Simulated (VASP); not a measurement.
A run of VASP 6.6.1 is set up as follows.

File POSCAR:

```
LiNbO3
1.0
    2.6611017400      1.5363878059      4.7436201066
   -2.6611017400      1.5363878059      4.7436201066
    0.0000000000     -3.0727756118      4.7436201066
Li Nb O
2 2 6
Direct
    0.2860351358      0.2860351358      0.2860351358
    0.7860351358      0.7860351358      0.7860351358
    0.0007440580      0.0007440580      0.0007440580
    0.5007440580      0.5007440580      0.5007440580
    0.1258185613      0.3375224185      0.7216948263
    0.7216948263      0.1258185613      0.3375224185
    0.3375224185      0.7216948263      0.1258185613
    0.2216948263      0.8375224185      0.6258185613
    0.8375224185      0.6258185613      0.2216948263
    0.6258185613      0.2216948263      0.8375224185
```

INCAR.step1

```
SYSTEM = LiNbO3
PREC = Accurate ; ENCUT = 520
ISMEAR = 0 ; SIGMA = 0.02
LREAL = .FALSE. ; LASPH = .TRUE.
NELM = 60 ; NBANDS = 45
GGA = PE ; ALGO = Normal
EDIFF = 1E-4 ; LWAVE = .TRUE.
LCHARG = .FALSE.
```

File INCAR.step2:

```
SYSTEM = LiNbO3
PREC = Accurate ; ENCUT = 520
EDIFF = 1E-6 ; ISMEAR = 0
SIGMA = 0.02 ; LREAL = .FALSE.
LASPH = .TRUE. ; NELM = 60
ALGO = Normal ; ISIF = 2
LWAVE = .FALSE. ; LCHARG = .TRUE.
METAGGA = R2SCAN ; LMIXTAU = .TRUE.
LELF = .TRUE. ; LVHAR = .TRUE.
NBANDS = 45 ; ISTART = 1
```

Contents of KPOINTS:

```
regular mesh
0
G
  6 6 6
  0 0 0
```

Potentials or basis: VASP PAW PBE potentials, release 64 (Li_sv, Nb_sv, O).

Launch:

```console
$ cat potpaw_PBE.64/Li_sv/POTCAR potpaw_PBE.64/Nb_sv/POTCAR potpaw_PBE.64/O/POTCAR > POTCAR
$ cp INCAR.step1 INCAR
$ mpirun -np 1 vasp_std > vasp.out
$ cp INCAR.step2 INCAR
$ mpirun -np 1 vasp_std > vasp.out
```

**Question.** What does it give for the largest force?

**Answer.** 0.040 eV/Å.

**Question.** What does it give for the band gap on the k mesh?

**Answer.** 3.94 eV, indirect (least direct gap 3.98 eV).

Forces on the atoms (eV/Å):
```
Li   0.000  0.000 -0.006
Li   0.000  0.000 -0.006
Nb   0.000  0.000 -0.040
Nb   0.000  0.000 -0.040
O   -0.019  0.022  0.015
O   -0.010 -0.028  0.015
O    0.029  0.005  0.015
O   -0.029  0.005  0.015
O    0.019  0.022  0.015
O    0.010 -0.028  0.015
```

Caveat: the PAW data sets were made with another functional, which shifts forces and pressure a little. A k mesh can miss the band edges.
